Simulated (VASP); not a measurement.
Set up this calculation in VASP 6.6.1, as the native input.

```yaml
Task: relaxation of cell and atoms
Functional: r2SCAN
Potentials_or_basis: VASP PAW PBE potentials, release 64 (Pd)
Cutoff: 600 eV
k_mesh: 24 × 24 × 24
Occupations: fermi-dirac, width 0.08 eV
Spin: no spin polarisation
Target_pressure: 7 GPa
Dipole_correction: no
Further_INCAR_settings: ALGO = Normal; EDIFF = 1e-06; IBRION = 2; EDIFFG = -0.002; NSW = 100; ISIF = 3
```

Pd:

```
CELL_PARAMETERS angstrom
0.00000 1.95487 1.95487
1.95487 0.00000 1.95487
1.95487 1.95487 0.00000
ATOMIC_POSITIONS crystal
Pd 0.00000 0.00000 0.00000
```

The input as run:

POSCAR

```
Pd
1.0
    0.0000000000      1.9548718246      1.9548718246
    1.9548718246      0.0000000000      1.9548718246
    1.9548718246      1.9548718246      0.0000000000
Pd
1
Direct
    0.0000000000      0.0000000000      0.0000000000
```

INCAR.step1

```
SYSTEM = Pd
PREC = Accurate
ENCUT = 600
ISMEAR = -1
SIGMA = 0.08
LREAL = .False.
LASPH = .True.
NELM = 100
GGA = PE
ALGO = Normal
EDIFF = 1E-4
LWAVE = .True.
LCHARG = .False.
```

INCAR.step2

```
SYSTEM = Pd
PREC = Accurate
ENCUT = 600
EDIFF = 1E-6
ISMEAR = -1
SIGMA = 0.08
LREAL = .False.
LASPH = .True.
NELM = 100
ALGO = Normal
ISIF = 3
LWAVE = .False.
LCHARG = .False.
METAGGA = R2SCAN
LMIXTAU = .True.
IBRION = 2
NSW = 100
EDIFFG = -0.002
PSTRESS = 70.0
ISTART = 1
```

KPOINTS

```
regular mesh
0
Gamma
  24 24 24
  0 0 0
```

Potentials or basis: VASP PAW PBE potentials, release 64 (Pd).

Command:

```bash
$ cat potpaw_PBE.64/Pd/POTCAR > POTCAR
$ cp INCAR.step1 INCAR
$ mpirun -np 1 vasp_std > vasp.out
$ cp INCAR.step2 INCAR
$ mpirun -np 1 vasp_std > vasp.out
```

It gave:

```
Relaxed volume                                             : 14.49 Å³/atom
Relaxed cell                                               : a = 2.736 Å, b = 2.736 Å, c = 2.736 Å, α = 60.00°, β = 60.00°, γ = 60.00°
Space group after relaxing (to 0.1 Å)                      : Fm-3m (No. 225)
Energy change on relaxing (the run minimises the enthalpy) : +10.5 meV/atom
Ionic steps                                                : 6
Pressure after relaxing                                    : 7.0 GPa
Band gap on the k mesh                                     : zero (bands 5 and 6 overlap by 1.74 eV)
```

Caveat: the cell is relaxed towards a set pressure, so the run minimises the enthalpy, not the energy; the PAW data sets were made with another functional, which shifts forces and pressure a little.

Wall time 26 min on 1 thread of Oxide Virtual Turin-like Processor (shared host), peak memory 0.18 GiB.
